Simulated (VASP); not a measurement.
# MnSb (P6_3/mmc) in VASP: notebook

MnSb is run at these levels: LDA+U, PBEsol+U, r2SCAN+U; tasks: single point.

All numbers are computed with VASP 6.6.1; they aren't measurements. Logs are shortened: lines on timing, memory, paths and dates and some standing lists are left out, and cuts for length are marked.

## Step 1: The cell of the first run

It takes space group P6_3/mmc (No. 194, hexagonal). The conventional cell has a = 4.234 Å, b = 4.234 Å, c = 6.076 Å, α = 90.00°, β = 90.00°, γ = 120.00°. Within 3.9 Å of Sb (site symmetry -6m2) lie 6 Mn at 2.88 Å and 6 Sb at 3.90 Å. Within 3.8 Å of Mn (site symmetry -3m) lie 6 Sb at 2.88 Å and 2 Mn at 3.04 Å.

## Step 2: Single point, LDA+U, collinear spin, ferromagnetic start

INCAR reads:

```
SYSTEM = MnSb
  ALGO = Normal
  EDIFF = 1E-6
  ENCUT = 520
  GGA = CA
  ISIF = 2
  ISMEAR = -1
  ISPIN = 2
  LASPH = .TRUE.
  LCHARG = .FALSE.
  LDAU = .TRUE.
  LDAUJ = 0 0
  LDAUL = -1 2
  LDAUPRINT = 1
  LDAUTYPE = 2
  LDAUU = 0 7
  LMAXMIX = 4
  LORBIT = 11
  LREAL = .FALSE.
  LWAVE = .FALSE.
  MAGMOM = 0 0 4 4
  NBANDS = 30
  NELM = 150
  PREC = Accurate
  SIGMA = 0.05
```

KPOINTS reads:

```
k-points
0
G
  7 7 5
  0 0 0
```

POSCAR reads:

```
MnSb
1.0
    4.2344922180      0.0000000000      0.0000000000
   -2.1172461090      3.6671778329      0.0000000000
    0.0000000000      0.0000000000      6.0763942129
Sb Mn
2 2
Direct
    0.6666666667      0.3333333333      0.7500000000
    0.3333333333      0.6666666667      0.2500000000
    0.0000000000      0.0000000000      0.5000000000
    0.0000000000      0.0000000000      0.0000000000
```

Potentials or basis: VASP PAW LDA potentials, release 64 (Sb, Mn_pv).

Command:

```sh
cat potpaw_LDA.64/Sb/POTCAR potpaw_LDA.64/Mn_pv/POTCAR > POTCAR
mpirun -np 1 vasp_std > vasp.out
```

OUTCAR:

```text
SYSTEM = MnSb
   EDIFF = 1E-6
   ENCUT = 520
   GGA = CA
   ISIF = 2
   ISMEAR = -1
   ISPIN = 2
   LASPH = .TRUE.
   LORBIT = 11
   LREAL = .FALSE.
   NELM = 150
   PREC = Accurate

 ion  position               nearest neighbor table
   1  0.667  0.333  0.750-   3 2.88   4 2.88   3 2.88   4 2.88   3 2.88   4 2.88
   2  0.333  0.667  0.250-   3 2.88   4 2.88   3 2.88   4 2.88   3 2.88   4 2.88
   3  0.000  0.000  0.500-   1 2.88   2 2.88   2 2.88   1 2.88   1 2.88   2 2.88   4 3.04   4 3.04

   4  0.000  0.000  0.000-   1 2.88   2 2.88   2 2.88   1 2.88   1 2.88   2 2.88   3 3.04   3 3.04

  LATTYP: Found a hexagonal cell.
 ALAT       =     4.2344922180
 C/A-ratio  =     1.4349758838

  Lattice vectors:

 A1 = (   4.2344922180,   0.0000000000,   0.0000000000)
 A2 = (  -2.1172461090,   3.6671778329,   0.0000000000)
 A3 = (   0.0000000000,   0.0000000000,   6.0763942129)

Analysis of symmetry for initial positions (statically):
=====================================================================
 Subroutine PRICEL returns:
 Original cell was already a primitive cell.

 Routine SETGRP: Setting up the symmetry group for a
 hexagonal supercell.

 Subroutine GETGRP returns: Found 24 space group operations
 (whereof 12 operations were pure point group operations)
 out of a pool of 24 trial point group operations.

The static configuration has the point symmetry D_3d.
 The point group associated with its full space group is D_6h.

Analysis of symmetry for dynamics (positions and initial velocities):
=====================================================================
 Subroutine PRICEL returns:
 Original cell was already a primitive cell.

 Routine SETGRP: Setting up the symmetry group for a
 hexagonal supercell.

 Subroutine GETGRP returns: Found 24 space group operations
 (whereof 12 operations were pure point group operations)
 out of a pool of 24 trial point group operations.

The dynamic configuration has the point symmetry D_3d.
 The point group associated with its full space group is D_6h.

Analysis of structural, dynamic, and magnetic symmetry:
=====================================================================
 Subroutine PRICEL returns:
 Original cell was already a primitive cell.

 Routine SETGRP: Setting up the symmetry group for a
 hexagonal supercell.

 Subroutine GETGRP returns: Found 24 space group operations
 (whereof 12 operations were pure point group operations)
 out of a pool of 24 trial point group operations.

The overall configuration has the point symmetry D_3d.
 The point group associated with its full space group is D_6h.

 Subroutine INISYM returns: Found 24 space group operations
 (whereof 12 operations are pure point group operations),
 and found     1 'primitive' translations

----------------------------------------------------------------------------------------

                                     Primitive cell

  volume of cell :      94.3581

  direct lattice vectors                    reciprocal lattice vectors
     4.234492218  0.000000000  0.000000000     0.236155824  0.136344629  0.000000000
    -2.117246109  3.667177833  0.000000000     0.000000000  0.272689257  0.000000000
     0.000000000  0.000000000  6.076394213     0.000000000  0.000000000  0.164571284

  length of vectors
     4.234492218  4.234492218  6.076394213     0.272689257  0.272689257  0.164571284

  position of ions in fractional coordinates (direct lattice)
[... 149 lines left out ...]
  o =  0.0977  v =  0.0000  0.0000  0.0000  0.0000  0.0000  0.0000 -0.8044  0.0000  0.0000 -0.5941      0.0000  0.0000  0.0000  0.0000  0.0000  0.0000  0.0000  0.0000  0.0000  0.0000
  o =  0.0977  v =  0.0000  0.0000  0.0000  0.0000  0.0000 -0.5941 -0.0000  0.0000 -0.8044 -0.0000      0.0000  0.0000  0.0000  0.0000  0.0000  0.0000  0.0000  0.0000  0.0000  0.0000
  o =  0.9252  v =  0.0000  0.7740  0.0000  0.0000  0.6332  0.0000  0.0000  0.0000  0.0000  0.0000      0.0000  0.0000  0.0000  0.0000  0.0000  0.0000  0.0000  0.0000  0.0000  0.0000
  o =  0.9252  v =  0.6332 -0.0000 -0.0000  0.7740 -0.0000  0.0000  0.0000  0.0000  0.0000  0.0000      0.0000  0.0000  0.0000  0.0000  0.0000  0.0000  0.0000  0.0000  0.0000  0.0000
  o =  0.9322  v = -0.0000 -0.0000  1.0000  0.0000  0.0000  0.0000  0.0000  0.0000  0.0000  0.0000      0.0000  0.0000  0.0000  0.0000  0.0000  0.0000  0.0000  0.0000  0.0000  0.0000
  o =  0.9351  v =  0.0000 -0.6332 -0.0000 -0.0000  0.7740  0.0000  0.0000  0.0000  0.0000  0.0000      0.0000  0.0000  0.0000  0.0000  0.0000  0.0000  0.0000  0.0000  0.0000  0.0000
  o =  0.9351  v =  0.7740  0.0000  0.0000 -0.6332 -0.0000  0.0000  0.0000  0.0000  0.0000  0.0000      0.0000  0.0000  0.0000  0.0000  0.0000  0.0000  0.0000  0.0000  0.0000  0.0000

atom =   4  type =  2  l = 2

 onsite density matrix

spin component  1

  0.9311 -0.0000  0.0000  0.0048 -0.0000
 -0.0000  0.9292 -0.0000 -0.0000  0.0048
  0.0000 -0.0000  0.9322  0.0000 -0.0000
  0.0048 -0.0000  0.0000  0.9292 -0.0000
 -0.0000  0.0048 -0.0000 -0.0000  0.9311

spin component  2

  0.0447  0.0000 -0.0000 -0.0391 -0.0000
  0.0000  0.0688  0.0000  0.0000 -0.0391
 -0.0000  0.0000  0.0274 -0.0000 -0.0000
 -0.0391  0.0000 -0.0000  0.0688  0.0000
 -0.0000 -0.0391 -0.0000  0.0000  0.0447

 occupancies and eigenvectors

  o =  0.0158  v =  0.0000  0.0000  0.0000  0.0000  0.0000 -0.0001 -0.5941 -0.0000 -0.0001 -0.8044      0.0000  0.0000  0.0000  0.0000  0.0000  0.0000  0.0000  0.0000  0.0000  0.0000
  o =  0.0158  v =  0.0000  0.0000  0.0000  0.0000  0.0000  0.8044 -0.0001 -0.0000  0.5941 -0.0001      0.0000  0.0000  0.0000  0.0000  0.0000  0.0000  0.0000  0.0000  0.0000  0.0000
  o =  0.0274  v =  0.0000  0.0000  0.0000  0.0000  0.0000 -0.0000 -0.0000  1.0000 -0.0000 -0.0000      0.0000  0.0000  0.0000  0.0000  0.0000  0.0000  0.0000  0.0000  0.0000  0.0000
  o =  0.0977  v =  0.0000  0.0000  0.0000  0.0000  0.0000  0.0000 -0.8044 -0.0000 -0.0000  0.5941      0.0000  0.0000  0.0000  0.0000  0.0000  0.0000  0.0000  0.0000  0.0000  0.0000
  o =  0.0977  v =  0.0000  0.0000  0.0000  0.0000  0.0000 -0.5941 -0.0000 -0.0000  0.8044  0.0000      0.0000  0.0000  0.0000  0.0000  0.0000  0.0000  0.0000  0.0000  0.0000  0.0000
  o =  0.9252  v = -0.0000  0.7740 -0.0000  0.0000 -0.6332  0.0000  0.0000  0.0000  0.0000  0.0000      0.0000  0.0000  0.0000  0.0000  0.0000  0.0000  0.0000  0.0000  0.0000  0.0000
  o =  0.9252  v = -0.6332 -0.0000  0.0000  0.7740  0.0000  0.0000  0.0000  0.0000  0.0000  0.0000      0.0000  0.0000  0.0000  0.0000  0.0000  0.0000  0.0000  0.0000  0.0000  0.0000
  o =  0.9322  v = -0.0000  0.0000  1.0000 -0.0000  0.0000  0.0000  0.0000  0.0000  0.0000  0.0000      0.0000  0.0000  0.0000  0.0000  0.0000  0.0000  0.0000  0.0000  0.0000  0.0000
  o =  0.9351  v =  0.0000  0.6332 -0.0000  0.0000  0.7740  0.0000  0.0000  0.0000  0.0000  0.0000      0.0000  0.0000  0.0000  0.0000  0.0000  0.0000  0.0000  0.0000  0.0000  0.0000
  o =  0.9351  v =  0.7740 -0.0000  0.0000  0.6332 -0.0000  0.0000  0.0000  0.0000  0.0000  0.0000      0.0000  0.0000  0.0000  0.0000  0.0000  0.0000  0.0000  0.0000  0.0000  0.0000

 number of electron      35.9999979 magnetization       8.3861489

 Free energy of the ion-electron system (eV)
  ---------------------------------------------------
  ext. energy  EPLUGINS =         0.00000000
  ---------------------------------------------------
  free energy    TOTEN  =       -22.24517359 eV

  energy without entropy =      -22.23429567  energy(sigma->0) =      -22.23973463

 E-fermi :   6.6526     XC(G=0): -10.4156

 val. band max:        6.6360558603   @ k =   0.1429  -0.0000   0.2000
 cond. band min:       6.6558947332   @ k =   0.4286   0.0000   0.4000
 fundamental gap:      0.0198388729
 Fermi energy:         6.6526461582

 spin component 1

 k-point     1 :       0.0000    0.0000    0.0000
  band No.  band energies     occupation
      1     -43.7814      1.00000
      2     -43.7667      1.00000
      3     -43.7667      1.00000
      4     -43.7627      1.00000
      5     -43.7627      1.00000
      6     -43.7356      1.00000
[... 781 lines left out ...]
     29      13.4542      0.00000
     30      13.4586      0.00000
 Fermi energy:         6.6526461582

 spin component 2

 k-point     1 :       0.0000    0.0000    0.0000
  band No.  band energies     occupation
      1     -39.4437      1.00000
      2     -39.4177      1.00000
      3     -39.4177      1.00000
      4     -39.4123      1.00000
      5     -39.4123      1.00000
      6     -39.3869      1.00000
[... 781 lines left out ...]
     29      14.5724      0.00000
     30      15.0906      0.00000

------------------------ aborting loop because EDIFF is reached ----------------------------------------

  FORCE on cell =-STRESS in cart. coord.  units (eV):
  Direction    XX          YY          ZZ          XY          YZ          ZX
  --------------------------------------------------------------------------------------
  -------------------------------------------------------------------------------------
  Total       -0.5815763     -0.5815763     -0.3738774      0.0000000      0.0000000     -0.0000000
  in kB       -9.8750218     -9.8750218     -6.3483458      0.0000000      0.0000000     -0.0000000
  external PRESSURE =      -8.6994631 kB  Pullay stress =       0.0000000 kB

 VOLUME and BASIS-vectors are now :
 -----------------------------------------------------------------------------
  energy-cutoff  :      520.00
  volume of cell :       94.36
      direct lattice vectors                 reciprocal lattice vectors
     4.234492218  0.000000000  0.000000000     0.236155824  0.136344629  0.000000000
    -2.117246109  3.667177833  0.000000000     0.000000000  0.272689257  0.000000000
     0.000000000  0.000000000  6.076394213     0.000000000  0.000000000  0.164571284

 POSITION                                       TOTAL-FORCE (eV/Angst)
 -----------------------------------------------------------------------------------
      2.11725      1.22239      4.55730        -0.000000      0.000000      0.000000
     -0.00000      2.44479      1.51910         0.000000     -0.000000      0.000000
      0.00000      0.00000      3.03820        -0.000000      0.000000      0.000000
      0.00000      0.00000      0.00000         0.000000      0.000000      0.000000
 -----------------------------------------------------------------------------------
    total drift:                               -0.000000      0.000000     -0.000000

  FREE ENERGIE OF THE ION-ELECTRON SYSTEM (eV)
  ---------------------------------------------------
  free  energy   TOTEN  =       -22.2451735912 eV

  energy  without entropy=      -22.2342956660  energy(sigma->0) =      -22.23973463

 total charge

# of ion       s       p       d       tot
------------------------------------------
    1        1.168   1.309   0.026   2.503
    2        1.168   1.309   0.026   2.503
    3        0.286   6.209   4.889  11.384
    4        0.286   6.209   4.889  11.384
--------------------------------------------------
tot          2.909  15.035   9.830  27.774

 magnetization (x)

# of ion       s       p       d       tot
------------------------------------------
    1        0.010  -0.238   0.003  -0.224
    2        0.010  -0.238   0.003  -0.224
    3        0.038   0.021   4.388   4.448
    4        0.038   0.021   4.388   4.448
--------------------------------------------------
tot          0.098  -0.433   8.782   8.447
```

It took 43 s on 1 thread of Intel Xeon 6975P-C (Granite Rapids), shared host; peak memory 0.25 GiB.

What came out:

```
Free energy                                           : -22.2452 eV
Pressure                                              : -0.9 GPa
Net moment                                            : 8.39 μB per cell
Site moments                                          : Sb -0.22; Mn +4.45 μB
Valence electrons inside the program's atomic spheres : Sb 2.50; Mn 11.38
```

Stress tensor (GPa, compression positive):
```
-0.99  0.00  0.00
 0.00 -0.99  0.00
 0.00  0.00 -0.63
```

Eigenvalues of the final occupation matrices:
| site | spin | trace | eigenvalues |
| --- | --- | --- | --- |
| site 3 d | 1 | 4.65 | 0.93 0.93 0.93 0.94 0.94 |
| site 3 d | 2 | 0.25 | 0.02 0.02 0.03 0.10 0.10 |
| site 4 d | 1 | 4.65 | 0.93 0.93 0.93 0.94 0.94 |
| site 4 d | 2 | 0.25 | 0.02 0.02 0.03 0.10 0.10 |

Caveat: spin-orbit coupling is left out, which moves the levels of the heavy elements; only a ferromagnetic start was run, and an antiferromagnetic order may lie lower in energy; the U is typed as a test and isn't derived for this compound.

## Step 3: Single point, PBEsol+U, collinear spin, ferromagnetic start

This run uses another cell than the first one, of 21.55 Å³/atom.

INCAR reads:

```
SYSTEM = MnSb
ALGO = Normal
EDIFF = 1E-6
ENCUT = 520
GGA = PS
ISIF = 2
ISMEAR = -1
ISPIN = 2
LASPH = .TRUE.
LCHARG = .FALSE.
LDAU = .TRUE.
LDAUJ = 0 0
LDAUL = -1 2
LDAUPRINT = 1
LDAUTYPE = 2
LDAUU = 0 4.5
LMAXMIX = 4
LORBIT = 11
LREAL = .FALSE.
LWAVE = .FALSE.
MAGMOM = 0 0 4 4
NBANDS = 30
NELM = 150
PREC = Accurate
SIGMA = 0.05
```

KPOINTS is that of step 2.

POSCAR reads:

```
MnSb
1.0
    4.1500000000      0.0000000000      0.0000000000
   -2.0750000000      3.5940054257      0.0000000000
    0.0000000000      0.0000000000      5.7800000000
Sb Mn
2 2
Direct
    0.6666666667      0.3333333333      0.7500000000
    0.3333333333      0.6666666667      0.2500000000
    0.0000000000      0.0000000000      0.5000000000
    0.0000000000      0.0000000000      0.0000000000
```

Potentials or basis: VASP PAW PBE potentials, release 64 (Sb, Mn_pv).

Command:

```sh
cat potpaw_PBE.64/Sb/POTCAR potpaw_PBE.64/Mn_pv/POTCAR > POTCAR
mpirun -np 1 vasp_std > vasp.out
```

Run time: 2.6 min. Hardware: 1 thread of Oxide Virtual Turin-like, shared host; peak memory 0.26 GiB.

Results (log left out):

```
Free energy                                           : -23.7221 eV
Pressure                                              : 4.9 GPa
Net moment                                            : 8.11 μB per cell
Site moments                                          : Sb -0.20; Mn +4.24 μB
Valence electrons inside the program's atomic spheres : Sb 2.51; Mn 11.46
```

Stress tensor (GPa, compression positive):
```
4.05 0.00 0.00
0.00 4.05 0.00
0.00 0.00 6.60
```

Levels at points of the mesh, in eV from the Fermi level:
Spin up:
```
           k point  band 20  band 21  band 22  band 23  band 24  band 25
(0.00, 0.00, 0.00)     0.31     0.31     1.43     1.43     2.61     2.65
```
Spin down:
| k point | band 11 | band 12 | band 13 | band 14 | band 15 | band 16 | band 17 | band 18 |
| --- | --- | --- | --- | --- | --- | --- | --- | --- |
| (0.00, 0.00, 0.00) | -2.03 | 0.30 | 0.37 | 0.37 | 1.20 | 1.20 | 1.63 | 1.63 |

Eigenvalues of the final occupation matrices:
| site | spin | trace | eigenvalues |
| --- | --- | --- | --- |
| site 3 d | 1 | 4.56 | 0.90 0.90 0.92 0.92 0.92 |
| site 3 d | 2 | 0.39 | 0.03 0.03 0.05 0.14 0.14 |
| site 4 d | 1 | 4.56 | 0.90 0.90 0.92 0.92 0.92 |
| site 4 d | 2 | 0.39 | 0.03 0.03 0.05 0.14 0.14 |

Caveat: the cell stands under pressure; the PAW data sets were made with another functional, which shifts forces and pressure a little; spin-orbit coupling is left out, which moves the levels of the heavy elements; only a ferromagnetic start was run, and an antiferromagnetic order may lie lower in energy; the U is typed as a test and isn't derived for this compound.

## Step 4: Single point, r2SCAN+U, collinear spin, ferromagnetic start

This run uses another cell than the first one, of 21.55 Å³/atom.

POSCAR is that of step 3.

INCAR.step1 reads:

```
SYSTEM = MnSb
ALGO = Normal
EDIFF = 1E-4
ENCUT = 520
GGA = PE
ISMEAR = -1
ISPIN = 2
LASPH = .True.
LCHARG = .False.
LDAU = .True.
LDAUJ = 0 0
LDAUL = -1 2
LDAUTYPE = 2
LDAUU = 0 7
LMAXMIX = 4
LREAL = .False.
LWAVE = .True.
MAGMOM = 0 0 4 4
NBANDS = 30
NELM = 150
PREC = Accurate
SIGMA = 0.05
```

INCAR.step2 reads:

```
SYSTEM = MnSb
ALGO = Normal
EDIFF = 1E-6
ENCUT = 520
ISIF = 2
ISMEAR = -1
ISPIN = 2
ISTART = 1
LASPH = .True.
LCHARG = .False.
LDAU = .True.
LDAUJ = 0 0
LDAUL = -1 2
LDAUPRINT = 1
LDAUTYPE = 2
LDAUU = 0 7
LMAXMIX = 4
LMIXTAU = .True.
LORBIT = 11
LREAL = .False.
LWAVE = .False.
MAGMOM = 0 0 4 4
METAGGA = R2SCAN
NBANDS = 30
NELM = 150
PREC = Accurate
SIGMA = 0.05
```

KPOINTS reads:

```
k-points
0
Gamma
  7 7 5
  0 0 0
```

Command:

```sh
cat potpaw_PBE.64/Sb/POTCAR potpaw_PBE.64/Mn_pv/POTCAR > POTCAR
cp INCAR.step1 INCAR
mpirun -np 1 vasp_std > vasp.out
cp INCAR.step2 INCAR
mpirun -np 1 vasp_std > vasp.out
```

Wall time 10 min (1 thread of Oxide Virtual Turin-like, shared host); peak memory 0.29 GiB.

Results (log left out):

```yaml
Free_energy: -76.9222 eV
Pressure: 12.8 GPa
Net_moment: 8.28 μB per cell
Site_moments: Sb -0.31; Mn +4.52 μB
Valence_electrons_inside_the_program's_atomic_spheres: Sb 2.56; Mn 11.44
```

Stress tensor (GPa, compression positive):
```
11.56  0.00  0.00
 0.00 11.56  0.00
 0.00  0.00 15.31
```

Levels at points of the mesh, in eV from the Fermi level:
Spin up:
```csv
k point,band 19,band 20,band 21,band 22,band 23,band 24,band 25,band 26
"(0.00, 0.00, 0.00)",-4.12,0.46,0.46,1.20,1.20,2.97,3.01,3.85
```
Spin down:
```csv
k point,band 10,band 11,band 12,band 13,band 14,band 15,band 16,band 17,band 18,band 19
"(0.00, 0.00, 0.00)",-1.88,-1.88,0.18,0.18,1.63,2.31,2.60,2.60,3.24,3.24
```

Eigenvalues of the final occupation matrices:
```
    site  spin  trace               eigenvalues
site 3 d     1   4.68  0.93 0.93 0.94 0.94 0.94
site 3 d     2   0.23  0.01 0.01 0.02 0.09 0.09
site 4 d     1   4.68  0.93 0.93 0.94 0.94 0.94
site 4 d     2   0.23  0.01 0.01 0.02 0.09 0.09
```

Caveat: the cell stands under pressure; the PAW data sets were made with another functional, which shifts forces and pressure a little; spin-orbit coupling is left out, which moves the levels of the heavy elements; only a ferromagnetic start was run, and an antiferromagnetic order may lie lower in energy; the U is typed as a test and isn't derived for this compound. The state reached can hang on the start; a lower one may exist.

## Step 5: Overview

| level | potentials or basis | U | cell | gap on the mesh (eV) | pressure (GPa) | moment (μB) |
| --- | --- | --- | --- | --- | --- | --- |
| LDA+U | VASP PAW LDA potentials, release 64 (Sb, Mn_pv) | Mn d U = 7.0 eV | a = 4.234, b = 4.234, c = 6.076 Å, angles 90.0, 90.0, 120.0°, 4 atoms | none | -0.9 | 8.39 |
| PBEsol+U | VASP PAW PBE potentials, release 64 (Sb, Mn_pv) | Mn d U = 4.5 eV | a = 4.150, b = 4.150, c = 5.780 Å, angles 90.0, 90.0, 120.0°, 4 atoms | none | 4.9 | 8.11 |
| r2SCAN+U | VASP PAW PBE potentials, release 64 (Sb, Mn_pv) | Mn d U = 7.0 eV | a = 4.150, b = 4.150, c = 5.780 Å, angles 90.0, 90.0, 120.0°, 4 atoms | none | 12.8 | 8.28 |

Alike in all rows: task single point; spin collinear, ferromagnetic start; k mesh 7 × 7 × 5; cutoff (eV) 520; smearing fermi-dirac 0.05 eV.

Caveats: spin-orbit coupling is left out, which moves the levels of the heavy elements; only a ferromagnetic start was run, and an antiferromagnetic order may lie lower in energy; the U is typed as a test and isn't derived for this compound; the cell stands under pressure (at least some runs); the PAW data sets were made with another functional, which shifts forces and pressure a little (at least some runs).

Absolute energies hang on the potentials; compare differences alone.
